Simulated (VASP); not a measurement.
# SnO (P1) in VASP: single point with PBE

Aim: the single point of SnO with PBE.

Program: VASP 6.6.1. These are calculated values, not measurements. Logs are shortened: lines on timing, memory, paths and dates and some standing lists are left out, and cuts for length are marked.

## (1) The cell of the first run

The typed cell holds 4 atoms: a = 3.355 Å, b = 5.674 Å, c = 4.222 Å, α = 90.00°, β = 90.00°, γ = 90.00°.

## (2) Single point, PBE

Input file INCAR:

```
PREC     = Accurate       # precision mode
ENCUT    = 520            # plane-wave cutoff, eV
EDIFF    = 1E-6           # SCF threshold, eV
ISMEAR   = 0              # smearing method
SIGMA    = 0.05           # smearing width, eV
LREAL    = F              # projectors in reciprocal space
LASPH    = T              # aspherical terms in the spheres
NELM     = 100            # most SCF steps
ALGO     = Normal         # electronic algorithm
ISIF     = 2              # what is computed and relaxed
LWAVE    = F              # write WAVECAR
LCHARG   = F              # write CHGCAR
GGA      = PE             # functional
NBANDS   = 28             # bands
```

Input file KPOINTS:

```
regular mesh
0
Gamma
  8 6 8
```

Input file POSCAR:

```
SnO
1.0
    3.3550050000      0.0000000000      0.0000000000
    0.0000000000      5.6741040000      0.0000000000
    0.0000000000      0.0000000000      4.2219700000
Sn O
2 2
Direct
    0.0000000000      0.2319090000      0.5131440000
    0.5000000000      0.7680910000      0.0131440000
    0.0000000000      0.8912500000      0.7368570000
    0.5447093223      0.1087500000      0.2368570000
```

Potentials or basis: VASP PAW PBE potentials, release 64 (Sn_d, O).

Command:

```bash
$ cat potpaw_PBE.64/Sn_d/POTCAR potpaw_PBE.64/O/POTCAR > POTCAR
$ mpirun -np 1 vasp_std > vasp.out
```

OUTCAR:

```text
PREC = Accurate
   ENCUT = 520
   EDIFF = 1E-6
   ISMEAR = 0
   LREAL = F
   LASPH = T
   NELM = 100
   ISIF = 2
   GGA = PE

 ion  position               nearest neighbor table
   1  0.000  0.232  0.513-   4 2.05   3 2.15   4 2.28
   2  0.500  0.768  0.013-   4 2.16   3 2.16   3 2.16
   3  0.000  0.891  0.737-   1 2.15   2 2.16   2 2.16
   4  0.545  0.109  0.237-   1 2.05   2 2.16   1 2.28

  LATTYP: Found a simple orthorhombic cell.
 ALAT       =     3.3550050000
 B/A-ratio  =     1.2584094510
 C/A-ratio  =     1.6912356315

  Lattice vectors:

 A1 = (  -3.3550050000,   0.0000000000,   0.0000000000)
 A2 = (   0.0000000000,   0.0000000000,   4.2219700000)
 A3 = (   0.0000000000,   5.6741040000,   0.0000000000)

Analysis of symmetry for initial positions (statically):
=====================================================================
 Subroutine PRICEL returns:
 Original cell was already a primitive cell.

 Routine SETGRP: Setting up the symmetry group for a
 simple orthorhombic supercell.

 Subroutine GETGRP returns: Found  1 space group operations
 (whereof  1 operations were pure point group operations)
 out of a pool of  8 trial point group operations.

The static configuration has the point symmetry C_1 .

Analysis of symmetry for dynamics (positions and initial velocities):
=====================================================================
 Subroutine PRICEL returns:
 Original cell was already a primitive cell.

 Routine SETGRP: Setting up the symmetry group for a
 simple orthorhombic supercell.

 Subroutine GETGRP returns: Found  1 space group operations
 (whereof  1 operations were pure point group operations)
 out of a pool of  8 trial point group operations.

The dynamic configuration has the point symmetry C_1 .

 Subroutine INISYM returns: Found  1 space group operations
 (whereof  1 operations are pure point group operations),
 and found     1 'primitive' translations

----------------------------------------------------------------------------------------

                                     Primitive cell

  volume of cell :      80.3722

  direct lattice vectors                    reciprocal lattice vectors
     3.355005000  0.000000000  0.000000000     0.298062149  0.000000000  0.000000000
     0.000000000  5.674104000  0.000000000     0.000000000  0.176239279  0.000000000
     0.000000000  0.000000000  4.221970000     0.000000000  0.000000000  0.236856254

  length of vectors
     3.355005000  5.674104000  4.221970000     0.298062149  0.176239279  0.236856254

  position of ions in fractional coordinates (direct lattice)
     0.000000000  0.231909000  0.513144000
     0.500000000  0.768091000  0.013144000
     0.000000000  0.891250000  0.736857000
     0.544709322  0.108750000  0.236857000

  ion indices of the primitive-cell ions
   primitive index   ion index
                 1           1
                 2           2
                 3           3
                 4           4

----------------------------------------------------------------------------------------

 KPOINTS: regular mesh

Automatic generation of k-mesh.
 Grid dimensions read from file:
 generate k-points for:    8    6    8

 Generating k-lattice:

  Cartesian coordinates                     Fractional coordinates (reciprocal lattice)
     0.037257769  0.000000000  0.000000000     0.125000000  0.000000000  0.000000000
     0.000000000  0.029373213  0.000000000     0.000000000  0.166666667  0.000000000
     0.000000000  0.000000000  0.029607032     0.000000000  0.000000000  0.125000000

  Length of vectors
     0.037257769  0.029373213  0.029607032

  Shift w.r.t. Gamma in fractional coordinates (k-lattice)
     0.000000000  0.000000000  0.000000000

 Subroutine IBZKPT returns following result:
 ===========================================

 Found    196 irreducible k-points:

 Following reciprocal coordinates:
            Coordinates               Weight
  0.000000  0.000000  0.000000      1.000000
  0.125000  0.000000  0.000000      2.000000
  0.250000  0.000000  0.000000      2.000000
  0.375000  0.000000  0.000000      2.000000
  0.500000  0.000000  0.000000      1.000000
  0.000000  0.166667  0.000000      2.000000
[... 16 lines left out ...]
  0.125000  0.500000  0.000000      2.000000
  0.250000  0.500000  0.000000      2.000000
 [... further k-points ...]
   k-points           NKPTS =    196   k-points in BZ     NKDIM =    196   number of bands    NBANDS=     28
   number of dos      NEDOS =    301   number of ions     NIONS =      4
   total plane-waves  NPLWV =  37632
   dimension x,y,z NGX =    28 NGY =   42 NGZ =   32
   dimension x,y,z NGXF=    56 NGYF=   84 NGZF=   64
   ions per type =               2   2
   NGX,Y,Z   is equivalent  to a cutoff of  13.87, 12.31, 12.60 a.u.
   NGXF,Y,Z  is equivalent  to a cutoff of  27.75, 24.61, 25.20 a.u.
 SYSTEM =  unknown system
   PREC   = accura    normal or accurate (medium, high low for compatibility)
   ISTART =      0    job   : 0-new  1-cont  2-samecut
   ICHARG =      2    charge: 1-file 2-atom 10-const
   ISPIN  =      1    spin polarized calculation?
   LNONCOLLINEAR =      F non collinear calculations
   LSORBIT =      F    spin-orbit coupling
   LASPH  =      T    aspherical Exc in radial PAW
   ENCUT  =  520.0 eV  38.22 Ry    6.18 a.u.   6.24 10.55  7.85*2*pi/ulx,y,z
   NELM   =    100;   NELMIN=  2; NELMDL= -5     # of ELM steps
   EDIFF  = 0.1E-05   stopping-criterion for ELM
   LREAL  =      F    real-space projection
   EDIFFG = 0.1E-04   stopping-criterion for IOM
   NSW    =      0    number of steps for IOM
   IBRION =     -1    ionic relax: 0-MD 1-quasi-New 2-CG
   NFREE  =      0    steps in history (QN), initial steepest desc. (CG)
   ISIF   =      2    stress and relaxation
   ISYM   =      2    0-nonsym 1-usesym 2-fastsym
   POTIM  = 0.5000    time-step for ionic-motion
   TEBEG  =    0.0;   TEEND  =   0.0 temperature during run
   PSTRESS=    0.0 pullay stress
   NELECT =      40.0000    total number of electrons
   NUPDOWN=      -1.0000    fix difference up-down
   EMIN   =  10.00;   EMAX   =-10.00  energy-range for DOS
   EFERMI =   0.00;   METHOD = LEGACY
   ISMEAR =     0;   SIGMA  =   0.05  broadening in eV -4-tet -1-fermi 0-gaus
   EFERMI_NEDOS =   21; number of points for ismear=-14 and -15
   IALGO  =     38    algorithm
   IMIX   =      4    mixing-type and parameters
     AMIX     =   0.40;   BMIX     =  1.00
     AMIX_MAG =   1.60;   BMIX_MAG =  1.00
  volume/ion in A,a.u.               =      20.09       135.59
  Fermi-wavevector in a.u.,A,eV,Ry     =   1.297357  2.451650 22.900458  1.683136
  Thomas-Fermi vector in A             =   2.428755
   LORBIT       =      0    0 simple, 1 ext, 2 COOP (PROOUT), +10 PAW based schemes
   GGA     = PE    functional components
   LHFCALC =     F    Hartree Fock is set to
   AEXX    =    0.0000 exact exchange contribution
   IVDW    =     0    specifies the selected vdW correction
   LEPSILON=     F    determine dielectric tensor
   LRPA    =     F    only Hartree local field effects (RPA)
 non-spin polarized calculation
 Gauss-broadening in eV      SIGMA  =   0.05
  energy-cutoff  :      520.00
  volume of cell :       80.37
 maximum number of plane-waves:      2183
 NGX is ok and might be reduce to    28
   NGX = 13   NGY = 21   NGZ = 15

 number of electron      39.9999989 magnetization

 Free energy of the ion-electron system (eV)
  ---------------------------------------------------
  ext. energy  EPLUGINS =         0.00000000
  ---------------------------------------------------
  free energy    TOTEN  =       -22.36216226 eV

  energy without entropy =      -22.36216226  energy(sigma->0) =      -22.36216226

 E-fermi :   5.0854     XC(G=0):  -9.5341

 val. band max:        4.8494869762   @ k =   0.0000   0.0000   0.0000
 cond. band min:       6.2665921423   @ k =   0.3750   0.5000   0.0000
 fundamental gap:      1.4171051661
 Fermi energy:         5.0854150651

 k-point     1 :       0.0000    0.0000    0.0000
  band No.  band energies     occupation
      1     -16.3781      2.00000
      2     -16.0531      2.00000
      3     -15.9657      2.00000
      4     -15.9574      2.00000
      5     -15.9265      2.00000
      6     -15.8792      2.00000
[... 20 lines left out ...]
     27      13.7649      0.00000
     28      14.2492      0.00000

 k-point     2 :       0.1250    0.0000    0.0000
  band No.  band energies     occupation
      1     -16.3724      2.00000
      2     -16.0522      2.00000
      3     -15.9840      2.00000
      4     -15.9567      2.00000
      5     -15.9310      2.00000
      6     -15.8823      2.00000
[... 20 lines left out ...]
     27      13.6903      0.00000
     28      14.3594      0.00000

 k-point     3 :       0.2500    0.0000    0.0000
  band No.  band energies     occupation
      1     -16.3673      2.00000
      2     -16.1472      2.00000
      3     -15.9539      2.00000
      4     -15.9423      2.00000
      5     -15.9290      2.00000
      6     -15.8908      2.00000
[... 20 lines left out ...]
     27      13.2348      0.00000
     28      14.5371      0.00000

 k-point     4 :       0.3750    0.0000    0.0000
  band No.  band energies     occupation
      1     -16.3675      2.00000
      2     -16.2616      2.00000
      3     -15.9395      2.00000
      4     -15.9235      2.00000
      5     -15.9095      2.00000
      6     -15.9003      2.00000
[... 578 lines left out ...]
     27      14.3842      0.00000
     28      15.0342      0.00000

 k-point    23 :       0.1250    0.5000    0.0000
  band No.  band energies     occupation
      1     -16.3668      2.00000
      2     -16.0529      2.00000
      3     -15.9867      2.00000
      4     -15.9529      2.00000
      5     -15.9290      2.00000
      6     -15.8857      2.00000
[... 20 lines left out ...]
     27      13.7257      0.00000
     28      15.1574      0.00000

 k-point    24 :       0.2500    0.5000    0.0000
  band No.  band energies     occupation
      1     -16.3673      2.00000
      2     -16.1485      2.00000
      3     -15.9575      2.00000
      4     -15.9392      2.00000
      5     -15.9238      2.00000
      6     -15.8913      2.00000
[... 20 lines left out ...]
     27      13.8455      0.00000
     28      15.0853      0.00000

 [... further k-points ...]

------------------------ aborting loop because EDIFF is reached ----------------------------------------

  FORCE on cell =-STRESS in cart. coord.  units (eV):
  Direction    XX          YY          ZZ          XY          YZ          ZX
  --------------------------------------------------------------------------------------
  -------------------------------------------------------------------------------------
  Total        0.5679269      0.4402739      0.6454520      0.0868731      0.1632465      0.8346142
  in kB       11.3213294      8.7766320     12.8667513      1.7317700      3.2542344     16.6376035
  external PRESSURE =      10.9882376 kB  Pullay stress =       0.0000000 kB

 VOLUME and BASIS-vectors are now :
 -----------------------------------------------------------------------------
  energy-cutoff  :      520.00
  volume of cell :       80.37
      direct lattice vectors                 reciprocal lattice vectors
     3.355005000  0.000000000  0.000000000     0.298062149  0.000000000  0.000000000
     0.000000000  5.674104000  0.000000000     0.000000000  0.176239279  0.000000000
     0.000000000  0.000000000  4.221970000     0.000000000  0.000000000  0.236856254

 POSITION                                       TOTAL-FORCE (eV/Angst)
 -----------------------------------------------------------------------------------
      0.00000      1.31588      2.16648         0.774665      0.123300      0.267813
      1.67750      4.35823      0.05549         0.103988      0.058087      0.009129
      0.00000      5.05705      3.11099         0.217877      0.036073      0.002071
      1.82750      0.61706      1.00000        -1.096529     -0.217460     -0.279014
 -----------------------------------------------------------------------------------
    total drift:                                0.000036      0.000046      0.000425

  FREE ENERGIE OF THE ION-ELECTRON SYSTEM (eV)
  ---------------------------------------------------
  free  energy   TOTEN  =       -22.3621622639 eV

  energy  without entropy=      -22.3621622639  energy(sigma->0) =      -22.36216226
```

Wall time 2.4 min (1 thread of Intel Xeon 6975P-C (Granite Rapids), shared host); peak memory 0.45 GiB.

What came out:

- Free energy: -22.3622 eV
- Pressure: 1.1 GPa
- Largest force: 1.152 eV/Å
- Band gap on the k mesh: 1.42 eV (least direct gap 2.01 eV)

Forces on the atoms (eV/Å):
```
Sn   0.775  0.123  0.268
Sn   0.104  0.058  0.009
O    0.218  0.036  0.002
O   -1.097 -0.217 -0.279
```

Caveat: spin-orbit coupling is left out, which moves the levels of the heavy elements; forces of over 1 eV/Å act on the atoms, so gaps and moduli don't describe the material at rest. A k mesh can miss the band edges.
